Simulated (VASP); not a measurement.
# SrO (P6_3/mmc) in VASP: further runs, part 2 of 2

VASP 6.6.1. The steps go on from the part before.

### Step 3. Single point, PBEsol

This run uses another cell than the first one, of 19.85 Å³/atom, 1.034 times its volume.

The input, INCAR:

```
SYSTEM = SrO
PREC = Accurate ; ENCUT = 520
EDIFF = 1E-6 ; ISMEAR = -1
SIGMA = 0.02 ; LREAL = .False.
LASPH = .True. ; NELM = 100
ALGO = Normal ; ISIF = 2
LWAVE = .False. ; LCHARG = .False.
GGA = PS ; NBANDS = 24
```

The input, KPOINTS:

```
Automatic mesh
0
Gamma
  6 6 4
  0 0 0
```

The input, POSCAR:

```
SrO
1.0
    4.2356139111      0.0000000000      0.0000000000
   -2.1178069555      3.6681492476      0.0000000000
    0.0000000000      0.0000000000      5.1095836284
Sr O
2 2
Direct
    0.3333333333      0.6666666667     -0.0625000000
    0.6666666667      0.3333333333      0.4375000000
    0.3333333333      0.6666666667      0.4375000000
    0.6666666667      0.3333333333      0.9375000000
```

Potentials or basis: VASP PAW PBE potentials, release 64 (Sr_sv, O).

Launch:

```sh
cat potpaw_PBE.64/Sr_sv/POTCAR potpaw_PBE.64/O/POTCAR > POTCAR
mpirun -np 1 vasp_std > vasp.out
```

OUTCAR:

```text
SYSTEM = SrO
   PREC = Accurate
   ENCUT = 520
   EDIFF = 1E-6
   ISMEAR = -1
   LREAL = .False.
   LASPH = .True.
   NELM = 100
   ISIF = 2
   GGA = PS

 ion  position               nearest neighbor table
   1  0.333  0.667  0.938-   4 2.45   4 2.45   4 2.45   3 2.55   3 2.55   2 3.54   2 3.54   2 3.54
                             2 3.54   2 3.54   2 3.54
   2  0.667  0.333  0.438-   3 2.45   3 2.45   3 2.45   4 2.55   4 2.55   1 3.54   1 3.54   1 3.54
                             1 3.54   1 3.54   1 3.54
   3  0.333  0.667  0.438-   2 2.45   2 2.45   2 2.45   1 2.55   1 2.55
   4  0.667  0.333  0.938-   1 2.45   1 2.45   1 2.45   2 2.55   2 2.55

  LATTYP: Found a hexagonal cell.
 ALAT       =     4.2356139111
 C/A-ratio  =     1.2063383811

  Lattice vectors:

 A1 = (   4.2356139111,   0.0000000000,   0.0000000000)
 A2 = (  -2.1178069555,   3.6681492476,   0.0000000000)
 A3 = (   0.0000000000,   0.0000000000,   5.1095836284)

Analysis of symmetry for initial positions (statically):
=====================================================================
 Subroutine PRICEL returns:
 Original cell was already a primitive cell.

 Routine SETGRP: Setting up the symmetry group for a
 hexagonal supercell.

 Subroutine GETGRP returns: Found 24 space group operations
 (whereof  6 operations were pure point group operations)
 out of a pool of 24 trial point group operations.

The static configuration has the point symmetry C_3v.
 The point group associated with its full space group is D_6h.

Analysis of symmetry for dynamics (positions and initial velocities):
=====================================================================
 Subroutine PRICEL returns:
 Original cell was already a primitive cell.

 Routine SETGRP: Setting up the symmetry group for a
 hexagonal supercell.

 Subroutine GETGRP returns: Found 24 space group operations
 (whereof  6 operations were pure point group operations)
 out of a pool of 24 trial point group operations.

The dynamic configuration has the point symmetry C_3v.
 The point group associated with its full space group is D_6h.

 Subroutine INISYM returns: Found 24 space group operations
 (whereof  6 operations are pure point group operations),
 and found     1 'primitive' translations

----------------------------------------------------------------------------------------

                                     Primitive cell

  volume of cell :      79.3869

  direct lattice vectors                    reciprocal lattice vectors
     4.235613911  0.000000000  0.000000000     0.236093284  0.136308521  0.000000000
    -2.117806955  3.668149248  0.000000000     0.000000000  0.272617043  0.000000000
     0.000000000  0.000000000  5.109583628     0.000000000  0.000000000  0.195710663

  length of vectors
     4.235613911  4.235613911  5.109583628     0.272617043  0.272617043  0.195710663

  position of ions in fractional coordinates (direct lattice)
     0.333333333  0.666666667  0.937500000
     0.666666667  0.333333333  0.437500000
     0.333333333  0.666666667  0.437500000
     0.666666667  0.333333333  0.937500000

  ion indices of the primitive-cell ions
   primitive index   ion index
                 1           1
                 2           2
                 3           3
[... 23 lines left out ...]
 Subroutine IBZKPT returns following result:
 ===========================================

 Found     21 irreducible k-points:

 Following reciprocal coordinates:
            Coordinates               Weight
  0.000000  0.000000  0.000000      1.000000
  0.166667  0.000000  0.000000      6.000000
  0.333333  0.000000  0.000000      6.000000
  0.500000  0.000000  0.000000      3.000000
  0.166667  0.166667  0.000000      6.000000
  0.333333  0.166667  0.000000     12.000000
[... 13 lines left out ...]
  0.333333  0.166667  0.500000     12.000000
  0.333333  0.333333  0.500000      2.000000
   k-points           NKPTS =     21   k-points in BZ     NKDIM =     21   number of bands    NBANDS=     24
   number of dos      NEDOS =    301   number of ions     NIONS =      4
   total plane-waves  NPLWV =  40960
   dimension x,y,z NGX =    32 NGY =   32 NGZ =   40
   dimension x,y,z NGXF=    64 NGYF=   64 NGZF=   80
   ions per type =               2   2
   NGX,Y,Z   is equivalent  to a cutoff of  12.56, 12.56, 13.01 a.u.
   NGXF,Y,Z  is equivalent  to a cutoff of  25.12, 25.12, 26.03 a.u.
 SYSTEM =  SrO
   PREC   = accura    normal or accurate (medium, high low for compatibility)
   ISTART =      0    job   : 0-new  1-cont  2-samecut
   ICHARG =      2    charge: 1-file 2-atom 10-const
   ISPIN  =      1    spin polarized calculation?
   LNONCOLLINEAR =      F non collinear calculations
   LSORBIT =      F    spin-orbit coupling
   LASPH  =      T    aspherical Exc in radial PAW
   ENCUT  =  520.0 eV  38.22 Ry    6.18 a.u.   7.88  7.88  9.50*2*pi/ulx,y,z
   NELM   =    100;   NELMIN=  2; NELMDL= -5     # of ELM steps
   EDIFF  = 0.1E-05   stopping-criterion for ELM
   LREAL  =      F    real-space projection
   EDIFFG = 0.1E-04   stopping-criterion for IOM
   NSW    =      0    number of steps for IOM
   IBRION =     -1    ionic relax: 0-MD 1-quasi-New 2-CG
   NFREE  =      0    steps in history (QN), initial steepest desc. (CG)
   ISIF   =      2    stress and relaxation
   ISYM   =      2    0-nonsym 1-usesym 2-fastsym
   POTIM  = 0.5000    time-step for ionic-motion
   TEBEG  =    0.0;   TEEND  =   0.0 temperature during run
   PSTRESS=    0.0 pullay stress
   NELECT =      32.0000    total number of electrons
   NUPDOWN=      -1.0000    fix difference up-down
   EMIN   =  10.00;   EMAX   =-10.00  energy-range for DOS
   EFERMI =   0.00;   METHOD = LEGACY
   ISMEAR =    -1;   SIGMA  =   0.02  broadening in eV -4-tet -1-fermi 0-gaus
   EFERMI_NEDOS =   21; number of points for ismear=-14 and -15
   IALGO  =     38    algorithm
   IMIX   =      4    mixing-type and parameters
     AMIX     =   0.40;   BMIX     =  1.00
     AMIX_MAG =   1.60;   BMIX_MAG =  1.00
  volume/ion in A,a.u.               =      19.85       133.93
  Fermi-wavevector in a.u.,A,eV,Ry     =   1.209322  2.285287 19.897964  1.462459
  Thomas-Fermi vector in A             =   2.344903
   LORBIT       =      0    0 simple, 1 ext, 2 COOP (PROOUT), +10 PAW based schemes
   GGA     = PS    functional components
   LHFCALC =     F    Hartree Fock is set to
   AEXX    =    0.0000 exact exchange contribution
   IVDW    =     0    specifies the selected vdW correction
   LEPSILON=     F    determine dielectric tensor
   LRPA    =     F    only Hartree local field effects (RPA)
 non-spin polarized calculation
  energy-cutoff  :      520.00
  volume of cell :       79.39
 maximum number of plane-waves:      2160
 NGX is ok and might be reduce to    32
   NGX = 15   NGY = 15   NGZ = 19

 number of electron      32.0000008 magnetization

 Free energy of the ion-electron system (eV)
  ---------------------------------------------------
  ext. energy  EPLUGINS =         0.00000000
  ---------------------------------------------------
  free energy    TOTEN  =       -24.98067839 eV

  energy without entropy =      -24.98067839  energy(sigma->0) =      -24.98067839

 E-fermi :   1.1207     XC(G=0):  -9.2972

 val. band max:        0.7042380667   @ k =   0.0000   0.0000   0.0000
 cond. band min:       3.2920352837   @ k =   0.0000   0.0000   0.0000
 fundamental gap:      2.5877972170
 Fermi energy:         1.1207439319

 k-point     1 :       0.0000    0.0000    0.0000
  band No.  band energies     occupation
      1     -31.4763      2.00000
      2     -31.2859      2.00000
      3     -14.2760      2.00000
      4     -14.2633      2.00000
      5     -14.1020      2.00000
      6     -13.6556      2.00000
[... 556 lines left out ...]
     23      10.1290      0.00000
     24      10.1290      0.00000

------------------------ aborting loop because EDIFF is reached ----------------------------------------

  FORCE on cell =-STRESS in cart. coord.  units (eV):
  Direction    XX          YY          ZZ          XY          YZ          ZX
  --------------------------------------------------------------------------------------
  -------------------------------------------------------------------------------------
  Total        0.2692567      0.2692567      0.2775860      0.0000000      0.0000000      0.0000000
  in kB        5.4341081      5.4341081      5.6022095      0.0000000      0.0000000      0.0000000
  external PRESSURE =       5.4901419 kB  Pullay stress =       0.0000000 kB

 VOLUME and BASIS-vectors are now :
 -----------------------------------------------------------------------------
  energy-cutoff  :      520.00
  volume of cell :       79.39
      direct lattice vectors                 reciprocal lattice vectors
     4.235613911  0.000000000  0.000000000     0.236093284  0.136308521  0.000000000
    -2.117806955  3.668149248  0.000000000     0.000000000  0.272617043  0.000000000
     0.000000000  0.000000000  5.109583628     0.000000000  0.000000000  0.195710663

 POSITION                                       TOTAL-FORCE (eV/Angst)
 -----------------------------------------------------------------------------------
     -0.00000      2.44543      4.79023        -0.000000     -0.000000     -0.000000
      2.11781      1.22272      2.23544        -0.000000      0.000000     -0.000000
     -0.00000      2.44543      2.23544         0.000000     -0.000000     -0.000000
      2.11781      1.22272      4.79023        -0.000000     -0.000000      0.000000
 -----------------------------------------------------------------------------------
    total drift:                               -0.000000      0.000000      0.000000

  FREE ENERGIE OF THE ION-ELECTRON SYSTEM (eV)
  ---------------------------------------------------
  free  energy   TOTEN  =       -24.9806783925 eV

  energy  without entropy=      -24.9806783925  energy(sigma->0) =      -24.98067839
```

OSZICAR:

```text
N       E                     dE             d eps       ncg     rms          rms(c)
DAV:   1     0.193914287339E+03    0.19391E+03   -0.16262E+04  1008   0.125E+03
DAV:   2    -0.161216288843E+02   -0.21004E+03   -0.19556E+03  1384   0.290E+02
DAV:   3    -0.298749640250E+02   -0.13753E+02   -0.13652E+02  1576   0.670E+01
DAV:   4    -0.302783589432E+02   -0.40339E+00   -0.40310E+00  1376   0.961E+00
DAV:   5    -0.302850350599E+02   -0.66761E-02   -0.66760E-02  1440   0.107E+00    0.258E+01
DAV:   6    -0.253367257667E+02    0.49483E+01   -0.22731E+01  1128   0.254E+01    0.306E+01
DAV:   7    -0.251303024048E+02    0.20642E+00   -0.17851E+00  1392   0.764E+00    0.184E+01
DAV:   8    -0.249841067452E+02    0.14620E+00   -0.58794E-01  1208   0.513E+00    0.254E+00
DAV:   9    -0.249756400597E+02    0.84667E-02   -0.53596E-02  1408   0.147E+00    0.533E-01
DAV:  10    -0.249802317820E+02   -0.45917E-02   -0.56994E-03  1136   0.451E-01    0.250E-01
DAV:  11    -0.249804982284E+02   -0.26645E-03   -0.15995E-03  1352   0.213E-01    0.117E-01
DAV:  12    -0.249806840762E+02   -0.18585E-03   -0.31675E-04  1104   0.998E-02    0.320E-02
DAV:  13    -0.249806800451E+02    0.40311E-05   -0.17859E-05  1384   0.249E-02    0.176E-02
DAV:  14    -0.249806784526E+02    0.15925E-05   -0.81642E-06  1160   0.169E-02    0.515E-03
DAV:  15    -0.249806783925E+02    0.60058E-07   -0.40343E-07   904   0.372E-03
   1 F= -.24980678E+02 E0= -.24980678E+02  d E =-.687737E-11
```

Wall time 16 s (1 thread of Intel Xeon 6975P-C (Granite Rapids), shared host); peak memory 0.2 GiB.

What came out:

| Quantity | Value |
| --- | --- |
| Free energy | -24.9807 eV |
| Pressure | 0.5 GPa |
| Band gap on the k mesh | 2.59 eV, direct |

Levels at points of the mesh, in eV from the valence-band top:
```
           k point  band 12  band 13  band 14  band 15  band 16  band 17  band 18  band 19  band 20  band 21
(0.00, 0.00, 0.00)    -1.11    -0.92    -0.92    -0.29     0.00     2.59     6.11     6.11     7.22     8.12
(0.50, 0.00, 0.00)    -0.89    -0.35    -0.35    -0.34    -0.28     4.25     4.78     5.02     7.25     8.14
(0.00, 0.00, 0.50)    -1.30    -1.14    -1.14    -1.14    -1.14     4.31     4.31     7.95     7.95     7.95
(0.50, 0.00, 0.50)    -1.71    -0.94    -0.94    -0.44    -0.44     4.89     4.89     7.44     7.44     8.22
```

Caveat: the PAW data sets were made with another functional, which shifts forces and pressure a little.

### Step 4. Single point, r2SCAN

This run uses another cell than the first one, of 20.31 Å³/atom, 1.058 times its volume.

The input, POSCAR:

```
SrO
1.0
    4.2700309401      0.0000000000      0.0000000000
   -2.1350154700      3.6979552691      0.0000000000
    0.0000000000      0.0000000000      5.1444468298
Sr O
2 2
Direct
    0.3333333333      0.6666666667     -0.0625000000
    0.6666666667      0.3333333333      0.4375000000
    0.3333333333      0.6666666667      0.4375000000
    0.6666666667      0.3333333333      0.9375000000
```

The input, INCAR.step1:

```
SYSTEM = SrO
ALGO = Normal
EDIFF = 1E-4
ENCUT = 520
GGA = PE
ISMEAR = -1
LASPH = .True.
LCHARG = .False.
LREAL = .False.
LWAVE = .True.
NBANDS = 24
NELM = 100
PREC = Accurate
SIGMA = 0.02
```

The input, INCAR.step2:

```
SYSTEM = SrO
ALGO = Normal
EDIFF = 1E-7
ENCUT = 520
ISIF = 2
ISMEAR = -1
ISTART = 1
LASPH = .True.
LCHARG = .False.
LMIXTAU = .True.
LREAL = .False.
LWAVE = .False.
METAGGA = R2SCAN
NBANDS = 24
NELM = 100
PREC = Accurate
SIGMA = 0.02
```

The input, KPOINTS:

```
k-points
0
Gamma
  6 6 4
  0 0 0
```

Launch:

```sh
cat potpaw_PBE.64/Sr_sv/POTCAR potpaw_PBE.64/O/POTCAR > POTCAR
cp INCAR.step1 INCAR
mpirun -np 1 vasp_std > vasp.out
cp INCAR.step2 INCAR
mpirun -np 1 vasp_std > vasp.out
```

It took 68 s on 1 thread of Intel Xeon 6975P-C (Granite Rapids), shared host; peak memory 0.22 GiB.

The run converged. Its results:

```
Free energy            : -53.7638 eV
Pressure               : 0.5 GPa
Band gap on the k mesh : 3.02 eV, direct
```

Levels at points of the mesh, in eV from the valence-band top:
| k point | band 14 | band 15 | band 16 | band 17 | band 18 | band 19 |
| --- | --- | --- | --- | --- | --- | --- |
| (0.00, 0.00, 0.00) | -0.89 | -0.32 | 0.00 | 3.02 | 6.73 | 6.73 |
| (0.50, 0.00, 0.00) | -0.35 | -0.33 | -0.27 | 4.63 | 5.26 | 5.62 |
| (0.00, 0.00, 0.50) | -1.09 | -1.09 | -1.09 | 4.72 | 4.72 | 8.48 |
| (0.50, 0.00, 0.50) | -0.90 | -0.43 | -0.43 | 5.29 | 5.29 | 8.00 |

Caveat: the PAW data sets were made with another functional, which shifts forces and pressure a little.

### Step 5. Overview

```tsv
level	potentials or basis	cell	gap on the mesh (eV)	pressure (GPa)
LDA	VASP PAW LDA potentials, release 64 (Sr_sv, O)	a = 4.189, b = 4.189, c = 5.050 Å, angles 90.0, 90.0, 120.0°, 4 atoms	2.62	0.7
PBEsol	VASP PAW PBE potentials, release 64 (Sr_sv, O)	a = 4.236, b = 4.236, c = 5.110 Å, angles 90.0, 90.0, 120.0°, 4 atoms	2.59	0.5
r2SCAN	VASP PAW PBE potentials, release 64 (Sr_sv, O)	a = 4.270, b = 4.270, c = 5.144 Å, angles 90.0, 90.0, 120.0°, 4 atoms	3.02	0.5
```

Alike in all rows: task single point; no spin polarisation; k mesh 6 × 6 × 4; cutoff (eV) 520; smearing fermi-dirac 0.02 eV.

Caveats: the PAW data sets were made with another functional, which shifts forces and pressure a little (some runs).

Total energies depend on the potentials used, so only differences within one code and one set of settings carry meaning.
